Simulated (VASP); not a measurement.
# Bi (P2_1) in VASP: a series of runs

Runs on Bi. Level: PBE. Tasks: single point, relaxation of cell and atoms.

Everything below comes from runs of VASP 6.6.1. Logs are shortened: lines on timing, memory, paths and dates and some standing lists are left out, and cuts for length are marked.

### 1 The cell of the first run

Symmetry: P2_1, No. 4, monoclinic system. The conventional cell has a = 4.922 Å, b = 4.576 Å, c = 6.787 Å, α = 90.00°, β = 110.79°, γ = 90.00°. Bi (site symmetry 1) has 8 Bi at 3.09 to 3.80 Å within 4.1 Å. Within 4.1 Å of Bi (site symmetry 1) lie 8 Bi at 3.09 to 3.97 Å.

### 2 Single point, PBE

Input file INCAR:

```
PREC = Accurate
ENCUT = 520
EDIFF = 1E-7
ISMEAR = 0
SIGMA = 0.1
LREAL = F
LASPH = T
NELM = 100
ALGO = Normal
ISIF = 2
LWAVE = F
LCHARG = F
GGA = PE
NBANDS = 38
```

Input file KPOINTS:

```
Automatic mesh
0
Gamma
  4 4 4
```

Input file POSCAR:

```
Bi
1.0
    4.9220130249      0.0000000000      0.0000000000
    0.0000000000      4.5761980768      0.0000000000
   -2.4089441686      0.0000000000      6.3449602878
Bi
4
Direct
    0.3142453798      0.9095329556      0.5389965667
    0.1477532473      0.3978435730      0.9220811739
    0.6857546202      0.4095329556      0.4610034333
    0.8522467527      0.8978435730      0.0779188261
```

Potentials or basis: VASP PAW PBE potentials, release 64 (Bi_d).

Launch:

```bash
> cat potpaw_PBE.64/Bi_d/POTCAR > POTCAR
> mpirun -np 1 vasp_std > vasp.out
```

OUTCAR:

```text
PREC = Accurate
   ENCUT = 520
   EDIFF = 1E-7
   ISMEAR = 0
   LREAL = F
   LASPH = T
   NELM = 100
   ISIF = 2
   GGA = PE

 ion  position               nearest neighbor table
   1  0.314  0.910  0.539-   3 3.09   3 3.09   4 3.15   4 3.68   3 3.73   3 3.73   2 3.73   2 3.80

   2  0.148  0.398  0.922-   4 3.09   4 3.09   3 3.15   3 3.68   1 3.73   1 3.80
   3  0.686  0.410  0.461-   1 3.09   1 3.09   2 3.15   2 3.68   1 3.73   1 3.73   4 3.73   4 3.80

   4  0.852  0.898  0.078-   2 3.09   2 3.09   1 3.15   1 3.68   3 3.73   3 3.80

  LATTYP: Found a simple monoclinic cell.
 ALAT       =     4.9220130249
 B/A-ratio  =     0.9297411554
 C/A-ratio  =     1.3788798831
 COS(beta)  =    -0.3549421212

  Lattice vectors:

 A1 = (   4.9220130249,   0.0000000000,   0.0000000000)
 A2 = (   0.0000000000,   4.5761980768,   0.0000000000)
 A3 = (  -2.4089441686,   0.0000000000,   6.3449602878)

Analysis of symmetry for initial positions (statically):
=====================================================================
 Subroutine PRICEL returns:
 Original cell was already a primitive cell.

 Routine SETGRP: Setting up the symmetry group for a
 simple monoclinic supercell.

 Subroutine GETGRP returns: Found  2 space group operations
 (whereof  1 operations were pure point group operations)
 out of a pool of  4 trial point group operations.

The static configuration has the point symmetry C_1 .
 The point group associated with its full space group is C_2 .

Analysis of symmetry for dynamics (positions and initial velocities):
=====================================================================
 Subroutine PRICEL returns:
 Original cell was already a primitive cell.

 Routine SETGRP: Setting up the symmetry group for a
 simple monoclinic supercell.

 Subroutine GETGRP returns: Found  2 space group operations
 (whereof  1 operations were pure point group operations)
 out of a pool of  4 trial point group operations.

The dynamic configuration has the point symmetry C_1 .
 The point group associated with its full space group is C_2 .

 Subroutine INISYM returns: Found  2 space group operations
 (whereof  1 operations are pure point group operations),
 and found     1 'primitive' translations

----------------------------------------------------------------------------------------

                                     Primitive cell

  volume of cell :     142.9146

  direct lattice vectors                    reciprocal lattice vectors
     4.922013025  0.000000000  0.000000000     0.203168906  0.000000000  0.077135637
     0.000000000  4.576198077  0.000000000     0.000000000  0.218522010  0.000000000
    -2.408944169  0.000000000  6.344960288     0.000000000  0.000000000  0.157605399

  length of vectors
     4.922013025  4.576198077  6.786864745     0.217318915  0.218522010  0.157605399

  position of ions in fractional coordinates (direct lattice)
     0.314245380  0.909532956  0.538996567
     0.147753247  0.397843573  0.922081174
     0.685754620  0.409532956  0.461003433
     0.852246753  0.897843573  0.077918826

  ion indices of the primitive-cell ions
   primitive index   ion index
                 1           1
                 2           2
                 3           3
                 4           4

----------------------------------------------------------------------------------------

 KPOINTS: Automatic mesh

Automatic generation of k-mesh.
 Grid dimensions read from file:
 generate k-points for:    4    4    4

 Generating k-lattice:

  Cartesian coordinates                     Fractional coordinates (reciprocal lattice)
     0.050792226  0.000000000  0.019283909     0.250000000  0.000000000  0.000000000
     0.000000000  0.054630502  0.000000000     0.000000000  0.250000000  0.000000000
     0.000000000  0.000000000  0.039401350     0.000000000  0.000000000  0.250000000

  Length of vectors
     0.054329729  0.054630502  0.039401350

  Shift w.r.t. Gamma in fractional coordinates (k-lattice)
     0.000000000  0.000000000  0.000000000

 Subroutine IBZKPT returns following result:
 ===========================================

 Found     30 irreducible k-points:

 Following reciprocal coordinates:
            Coordinates               Weight
  0.000000  0.000000  0.000000      1.000000
  0.250000  0.000000 -0.000000      2.000000
  0.500000  0.000000 -0.000000      1.000000
  0.000000  0.250000  0.000000      2.000000
  0.250000  0.250000 -0.000000      4.000000
  0.500000  0.250000 -0.000000      2.000000
[... 16 lines left out ...]
  0.250000  0.000000  0.500000      2.000000
  0.500000  0.000000  0.500000      1.000000
 [... further k-points ...]
   k-points           NKPTS =     30   k-points in BZ     NKDIM =     30   number of bands    NBANDS=     38
   number of dos      NEDOS =    301   number of ions     NIONS =      4
   total plane-waves  NPLWV =  72000
   dimension x,y,z NGX =    40 NGY =   36 NGZ =   50
   dimension x,y,z NGXF=    80 NGYF=   72 NGZF=  100
   ions per type =               4
   NGX,Y,Z   is equivalent  to a cutoff of  13.51, 13.08, 12.25 a.u.
   NGXF,Y,Z  is equivalent  to a cutoff of  27.02, 26.16, 24.50 a.u.
 SYSTEM =  unknown system
   PREC   = accura    normal or accurate (medium, high low for compatibility)
   ISTART =      0    job   : 0-new  1-cont  2-samecut
   ICHARG =      2    charge: 1-file 2-atom 10-const
   ISPIN  =      1    spin polarized calculation?
   LNONCOLLINEAR =      F non collinear calculations
   LSORBIT =      F    spin-orbit coupling
   LASPH  =      T    aspherical Exc in radial PAW
   ENCUT  =  520.0 eV  38.22 Ry    6.18 a.u.   9.15  8.51 12.62*2*pi/ulx,y,z
   NELM   =    100;   NELMIN=  2; NELMDL= -5     # of ELM steps
   EDIFF  = 0.1E-06   stopping-criterion for ELM
   LREAL  =      F    real-space projection
   EDIFFG = 0.1E-05   stopping-criterion for IOM
   NSW    =      0    number of steps for IOM
   IBRION =     -1    ionic relax: 0-MD 1-quasi-New 2-CG
   NFREE  =      0    steps in history (QN), initial steepest desc. (CG)
   ISIF   =      2    stress and relaxation
   ISYM   =      2    0-nonsym 1-usesym 2-fastsym
   POTIM  = 0.5000    time-step for ionic-motion
   TEBEG  =    0.0;   TEEND  =   0.0 temperature during run
   PSTRESS=    0.0 pullay stress
   NELECT =      60.0000    total number of electrons
   NUPDOWN=      -1.0000    fix difference up-down
   EMIN   =  10.00;   EMAX   =-10.00  energy-range for DOS
   EFERMI =   0.00;   METHOD = LEGACY
   ISMEAR =     0;   SIGMA  =   0.10  broadening in eV -4-tet -1-fermi 0-gaus
   EFERMI_NEDOS =   21; number of points for ismear=-14 and -15
   IALGO  =     38    algorithm
   IMIX   =      4    mixing-type and parameters
     AMIX     =   0.40;   BMIX     =  1.00
     AMIX_MAG =   1.60;   BMIX_MAG =  1.00
  volume/ion in A,a.u.               =      35.73       241.11
  Fermi-wavevector in a.u.,A,eV,Ry     =   1.225838  2.316498 20.445187  1.502679
  Thomas-Fermi vector in A             =   2.360861
   LORBIT       =      0    0 simple, 1 ext, 2 COOP (PROOUT), +10 PAW based schemes
   GGA     = PE    functional components
   LHFCALC =     F    Hartree Fock is set to
   AEXX    =    0.0000 exact exchange contribution
   IVDW    =     0    specifies the selected vdW correction
   LEPSILON=     F    determine dielectric tensor
   LRPA    =     F    only Hartree local field effects (RPA)
 non-spin polarized calculation
 Gauss-broadening in eV      SIGMA  =   0.10
  energy-cutoff  :      520.00
  volume of cell :      142.91
 maximum number of plane-waves:      3872
 NGX is ok and might be reduce to    40
   NGX = 19   NGY = 17   NGZ = 25

 number of electron      59.9999994 magnetization

 Free energy of the ion-electron system (eV)
  ---------------------------------------------------
  ext. energy  EPLUGINS =         0.00000000
  ---------------------------------------------------
  free energy    TOTEN  =       -15.43152636 eV

  energy without entropy =      -15.42681467  energy(sigma->0) =      -15.42917051

 E-fermi :   6.2105     XC(G=0):  -9.5019

 val. band max:        6.1499271445   @ k =   0.5000   0.0000   0.2500
 cond. band min:       6.2226582607   @ k =  -0.2500   0.0000   0.2500
 fundamental gap:      0.0727311161
 Fermi energy:         6.2105023641

 k-point     1 :       0.0000    0.0000    0.0000
  band No.  band energies     occupation
      1     -16.7318      2.00000
      2     -16.7129      2.00000
      3     -16.6682      2.00000
      4     -16.6272      2.00000
      5     -16.6107      2.00000
      6     -16.5996      2.00000
[... 30 lines left out ...]
     37      10.5682      0.00000
     38      12.2274      0.00000

 k-point     2 :       0.2500    0.0000   -0.0000
  band No.  band energies     occupation
      1     -16.7119      2.00000
      2     -16.6928      2.00000
      3     -16.6674      2.00000
      4     -16.6193      2.00000
      5     -16.6001      2.00000
      6     -16.5880      2.00000
[... 30 lines left out ...]
     37      10.4058      0.00000
     38      11.7467      0.00000

 k-point     3 :       0.5000    0.0000   -0.0000
  band No.  band energies     occupation
      1     -16.6854      2.00000
      2     -16.6683      2.00000
      3     -16.6513      2.00000
      4     -16.6345      2.00000
      5     -16.5865      2.00000
      6     -16.5723      2.00000
[... 30 lines left out ...]
     37      12.2885      0.00000
     38      12.4502      0.00000

 k-point     4 :       0.0000    0.2500    0.0000
  band No.  band energies     occupation
      1     -16.7143      2.00000
      2     -16.7075      2.00000
      3     -16.6520      2.00000
      4     -16.6052      2.00000
      5     -16.6034      2.00000
      6     -16.5861      2.00000
[... 30 lines left out ...]
     37      10.6916      0.00000
     38      11.5388      0.00000
[... 703 lines left out ...]
      4     -16.6341      2.00000
      5     -16.6062      2.00000
      6     -16.5723      2.00000
[... 30 lines left out ...]
     37      10.6257      0.00000
     38      10.7903      0.00000

 k-point    23 :       0.2500    0.0000    0.5000
  band No.  band energies     occupation
      1     -16.7087      2.00000
      2     -16.6959      2.00000
      3     -16.6710      2.00000
      4     -16.6073      2.00000
      5     -16.5980      2.00000
      6     -16.5814      2.00000
[... 30 lines left out ...]
     37      11.0659      0.00000
     38      11.8247      0.00000

 k-point    24 :       0.5000    0.0000    0.5000
  band No.  band energies     occupation
      1     -16.7217      2.00000
      2     -16.6887      2.00000
      3     -16.6637      2.00000
      4     -16.6130      2.00000
      5     -16.5961      2.00000
      6     -16.5882      2.00000
[... 30 lines left out ...]
     37      12.2675      0.00000
     38      12.5596      0.00000

 [... further k-points ...]
[... 5 lines left out ...]
  --------------------------------------------------------------------------------------
  -------------------------------------------------------------------------------------
  Total       -0.0340209     -0.0166256      0.0089588      0.0000000      0.0000000     -0.0488205
  in kB       -0.3813989     -0.1863850      0.1004345      0.0000000      0.0000000     -0.5473140
  external PRESSURE =      -0.1557831 kB  Pullay stress =       0.0000000 kB

 VOLUME and BASIS-vectors are now :
 -----------------------------------------------------------------------------
  energy-cutoff  :      520.00
  volume of cell :      142.91
      direct lattice vectors                 reciprocal lattice vectors
     4.922013025  0.000000000  0.000000000     0.203168906  0.000000000  0.077135637
     0.000000000  4.576198077  0.000000000     0.000000000  0.218522010  0.000000000
    -2.408944169  0.000000000  6.344960288     0.000000000  0.000000000  0.157605399

 POSITION                                       TOTAL-FORCE (eV/Angst)
 -----------------------------------------------------------------------------------
      0.24831      4.16220      3.41991         0.008956     -0.004298      0.005877
     -1.49400      1.82061      5.85057        -0.010947      0.004298      0.008973
      2.26476      1.87410      2.92505        -0.008956     -0.004298     -0.005877
      4.00707      4.10871      0.49439         0.010947      0.004298     -0.008973
 -----------------------------------------------------------------------------------
    total drift:                                0.000000      0.000307     -0.000001

  FREE ENERGIE OF THE ION-ELECTRON SYSTEM (eV)
  ---------------------------------------------------
  free  energy   TOTEN  =       -15.4315263576 eV

  energy  without entropy=      -15.4268146702  energy(sigma->0) =      -15.42917051
```

Wall time 2.4 min (1 thread of AMD EPYC 7R43 (Zen 3), shared host); peak memory 0.26 GiB.

What came out:

```
Free energy            : -15.4315 eV
Pressure               : 0.0 GPa
Largest force          : 0.015 eV/Å
Band gap on the k mesh : zero (band 30 reaches 6.61 eV, above the bottom of band 31 at 5.97 eV)
```

Forces on the atoms (eV/Å):
```
Bi   0.009 -0.004  0.006
Bi  -0.011  0.004  0.009
Bi  -0.009 -0.004 -0.006
Bi   0.011  0.004 -0.009
```

Caveat: spin-orbit coupling is left out, which moves the levels of the heavy elements.

### 3 Relaxation of cell and atoms, PBE

Input file INCAR:

```
PREC = Accurate
ENCUT = 600
EDIFF = 1E-6
ISMEAR = 0
SIGMA = 0.1
LREAL = F
LASPH = T
NELM = 100
ALGO = Normal
ISIF = 3
LWAVE = F
LCHARG = F
GGA = PE
IBRION = 2
NSW = 90
EDIFFG = -0.04
```

Input file KPOINTS:

```
regular mesh
0
Gamma
  4 4 4
```

POSCAR is that of step 2.

Potentials or basis: VASP PAW PBE potentials, release 64 (Bi_d).

Launch:

```bash
> cat potpaw_PBE.64/Bi_d/POTCAR > POTCAR
> mpirun -np 1 vasp_std > vasp.out
```

It took 2.7 min on 1 thread of AMD EPYC 7R43 (Zen 3), shared host; peak memory 0.3 GiB.

The run converged. Its results:

```yaml
Free_energy: -15.4318 eV
Pressure_after_relaxing: 0.0 GPa
Largest_force_after_relaxing: 0.015 eV/Å
Band_gap_on_the_k_mesh: zero (band 30 reaches 6.61 eV, above the bottom of band 31 at 5.97 eV)
```

Forces in eV/Å, atoms in the order of the input:
```
Bi   0.009 -0.004  0.005
Bi  -0.011  0.004  0.009
Bi  -0.009 -0.004 -0.005
Bi   0.011  0.004 -0.009
```

Stress tensor (GPa, compression positive):
```
 0.01  0.00 -0.05
 0.00  0.02  0.00
-0.05  0.00  0.06
```

Final structure:
```
Bi
1.0
     4.92201    0.00000    0.00000
     0.00000    4.57620    0.00000
    -2.40894    0.00000    6.34496
Bi
4
Direct
  0.31425 0.90953 0.53900
  0.14775 0.39784 0.92208
  0.68575 0.40953 0.46100
  0.85225 0.89784 0.07792
```

Levels at points of the mesh, in eV from the Fermi level:
| k point | band 28 | band 29 | band 30 | band 31 | band 32 | band 33 |
| --- | --- | --- | --- | --- | --- | --- |
| (0.00, 0.00, 0.00) | -2.27 | -0.67 | 0.40 | 1.62 | 2.26 | 2.66 |
| (0.50, 0.00, 0.00) | -1.22 | -1.16 | -0.88 | 0.50 | 0.88 | 1.39 |
| (0.00, 0.50, 0.00) | -1.55 | -1.32 | -1.32 | -0.24 | -0.24 | 2.16 |
| (0.50, 0.50, 0.00) | -3.38 | -1.00 | -1.00 | 0.14 | 0.14 | 4.21 |
| (0.00, 0.00, 0.50) | -1.86 | -1.14 | -0.85 | 0.17 | 0.76 | 2.59 |
| (0.50, 0.00, 0.50) | -1.08 | -0.79 | -0.71 | 0.03 | 0.28 | 1.92 |
| (0.00, 0.50, 0.50) | -1.80 | -0.68 | -0.68 | 0.32 | 0.32 | 1.50 |
| (0.50, 0.50, 0.50) | -3.31 | -1.26 | -1.26 | 1.92 | 1.92 | 3.89 |

Caveat: the relaxation stopped at its first step, so nothing moved; spin-orbit coupling is left out, which moves the levels of the heavy elements.
